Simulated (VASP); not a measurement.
Input of a VASP 6.6.1 run:

Contents of INCAR:

```
SYSTEM = Se
PREC     = Accurate       ! precision mode
ENCUT    = 600            ! plane-wave cutoff, eV
EDIFF    = 1E-7           ! SCF threshold, eV
ISMEAR   = -1             ! smearing method
SIGMA    = 0.1            ! smearing width, eV
LREAL    = .False.        ! projectors in reciprocal space
LASPH    = .True.         ! aspherical terms in the spheres
NELM     = 80             ! most SCF steps
ALGO     = Normal         ! electronic algorithm
ISIF     = 3              ! what is computed and relaxed
LWAVE    = .False.        ! write WAVECAR
LCHARG   = .False.        ! write CHGCAR
GGA      = PS             ! functional
IBRION   = 2              ! ionic algorithm
NSW      = 60             ! ionic steps
EDIFFG   = -0.005         ! ionic threshold
```

The input KPOINTS:

```
Automatic mesh
0
Gamma
  14 14 8
  0 0 0
```

The input POSCAR:

```
Se
1.0
    3.1050448770      0.0000000000      0.0000000000
   -1.5525224385      2.6890477434      0.0000000000
    0.0000000000      0.0000000000      5.0301727007
Se
2
Direct
    0.3333333333      0.6666666667      0.2500000000
    0.6666666667      0.3333333333      0.7500000000
```

Potentials or basis: VASP PAW PBE potentials, release 64 (Se).

Command:

```bash
$ cat potpaw_PBE.64/Se/POTCAR > POTCAR
$ mpirun -np 1 vasp_std > vasp.out
```

Q: Estimate the relaxed volume.

A: 21.01 Å³/atom.

Q: Predict the band gap on the k mesh.

A: Zero (bands 6 and 7 overlap by 2.37 eV).

The path:
| step | energy change (eV) | largest force (eV/Å) | pressure (GPa) | volume (Å³) |
| --- | --- | --- | --- | --- |
| 1 | 0.0000 | 0.0000 | -5.77 | 42.00 |
| 2 | -0.1156 | 0.0000 | 2.44 | 37.55 |
| 3 | -0.1156 | 0.0000 | 2.40 | 37.57 |
| 4 | -0.2262 | 0.0000 | 4.33 | 37.00 |
| 5 | -0.3752 | 0.0000 | 13.68 | 35.44 |
| 6 | -0.4097 | 0.0000 | 13.41 | 35.68 |
| 7 | -0.4813 | 0.0000 | 13.10 | 36.36 |
| 8 | -0.4689 | 0.0000 | 13.46 | 37.53 |
| 9 | -0.4956 | 0.0000 | 13.23 | 37.16 |
| 10 | -0.5653 | 0.0000 | 9.98 | 38.15 |
| 11 | -0.6733 | 0.0000 | 2.14 | 41.24 |
| 12 | -0.6798 | 0.0000 | 0.32 | 42.17 |
| 13 | -0.6799 | 0.0000 | 0.07 | 42.30 |
| 14 | -0.6804 | 0.0000 | 0.07 | 42.27 |
| 15 | -0.6817 | 0.0000 | 0.04 | 42.19 |
| 16 | -0.6827 | 0.0000 | 0.00 | 42.03 |

Caveat: a cell axis changed by over 15 % at a fixed basis, so the end point is rough; the PAW data sets were made with another functional, which shifts forces and pressure a little.
